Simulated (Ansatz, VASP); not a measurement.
# HCl in VASP and in Ansatz

```
Cl H
1.0
     8.49019    0.00000    0.00000
     0.00000    8.49019    0.00000
     0.00000    0.00000    8.49019
Cl H
12 12
Direct
  0.54451 0.00491 0.00050
  0.31444 0.52815 0.34678
  0.12592 0.23984 0.65397
  0.19702 0.09406 0.26383
  0.72363 0.69080 0.84166
  0.18215 0.78665 0.96549
  0.88517 0.23466 0.99672
  0.73374 0.50387 0.26163
  0.75675 0.15930 0.49580
  0.42267 0.38905 0.96057
  0.99908 0.71240 0.54084
  0.41441 0.85765 0.58984
  0.40988 0.92958 0.98607
  0.28587 0.45490 0.21480
  0.98994 0.21586 0.58184
  0.22938 0.13738 0.40740
  0.77605 0.55937 0.78485
  0.17882 0.76323 0.81392
  0.97966 0.19212 0.88227
  0.63139 0.46634 0.15324
  0.74464 0.27769 0.39485
  0.45694 0.23781 0.97570
  0.10553 0.64972 0.44855
  0.54783 0.80346 0.64571
```

Alike in both runs: functional PBE; dispersion D3(BJ); k mesh 1 × 1 × 1; occupations fermi-dirac, width 0.02 eV; no spin polarisation.

Ansatz relaxed the structure, and its values are those at the end. VASP's run is a single point on that final structure, the one shown.

```csv
,VASP,Ansatz
version,VASP 6.6.1,Ansatz 0.2.0
potentials or method,"VASP PAW PBE potentials, release 64 (Cl, H), cutoff 520 eV","scalar-relativistic, plane waves, PAW"
valence electrons in the cell,96,96
```

VASP gave:

* rms of the force components (eV/Å): 0.135

Task: Which values does Ansatz return?

Result: rms of the force components (eV/Å): 0.082.
